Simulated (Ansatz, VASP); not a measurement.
One calculation of KCl, two programs

INCAR

```
SYSTEM = KCl
ALGO     = Normal         ! electronic algorithm
EDIFF    = 1E-6           ! SCF threshold, eV
ENCUT    = 520            ! plane-wave cutoff, eV
GGA      = PE             ! functional
ISIF     = 2              ! what is computed and relaxed
ISMEAR   = 0              ! smearing method
LASPH    = .True.         ! aspherical terms in the spheres
LCHARG   = .True.         ! write CHGCAR
LELF     = .True.         ! ELF
LREAL    = .False.        ! projectors in reciprocal space
LVHAR    = .True.       
LWAVE    = .False.        ! write WAVECAR
NBANDS   = 15             ! bands
NELM     = 80             ! most SCF steps
PREC     = Accurate       ! precision mode
SIGMA    = 0.05           ! smearing width, eV
```

Contents of KPOINTS:

```
k-points
0
Gamma
  8 8 8
  0 0 0
```

The input POSCAR:

```
KCl
1.0
    0.0000000000      2.9700038108      3.5640045729
    2.9700038108      0.0000000000      3.5640045729
    2.9700038108      2.9700038108      0.0000000000
K Cl
1 1
Direct
    0.0000000000      0.0000000000      0.0000000000
    0.5000000000      0.5000000000      0.5000000000
```

Input for Ansatz:

```yaml
crystal:
  lattice:
    - [0.0, 2.9700038108, 3.5640045729]
    - [2.9700038108, 0.0, 3.5640045729]
    - [2.9700038108, 2.9700038108, 0.0]
  atoms:
    - { symbol: K, position: [0.0, 0.0, 0.0] }
    - { symbol: Cl, position: [0.5, 0.5, 0.5] }
basis:
  ecutwfc: 420
kpoints:
  mp_grid: { grid: [8, 8, 8] }
hamiltonian:
  xc: pbe
scf:
  occupations: { method: gaussian, width: 0.05 }
output:
  forces: true
  stress: true
  eigenvalues: true
```

Alike in both runs: task single point; functional PBE; k mesh 8 × 8 × 8; occupations gaussian, width 0.05 eV; no spin polarisation.

```csv
,VASP,Ansatz
version,VASP 6.6.1,Ansatz 0.2.0
potentials or method,"VASP PAW PBE potentials, release 64 (K_sv, Cl), cutoff 520 eV","scalar-relativistic, plane waves, PAW"
valence electrons in the cell,16,16
```

VASP gave:

| Item | Value |
| --- | --- |
| gap on the k mesh at the Fermi level (eV) | 5.01 |
| least direct gap on the mesh (eV) | 5.01 |
| pressure (GPa) | 2.2 |
| traceless stress, the component that is largest in VASP (GPa) | -3.58 |

Problem. Estimate Ansatz's values.

Solution. gap on the k mesh at the Fermi level (eV): 5.02; least direct gap on the mesh (eV): 5.02; pressure (GPa): 2.1; traceless stress, the component that is largest in VASP (GPa): -3.51.
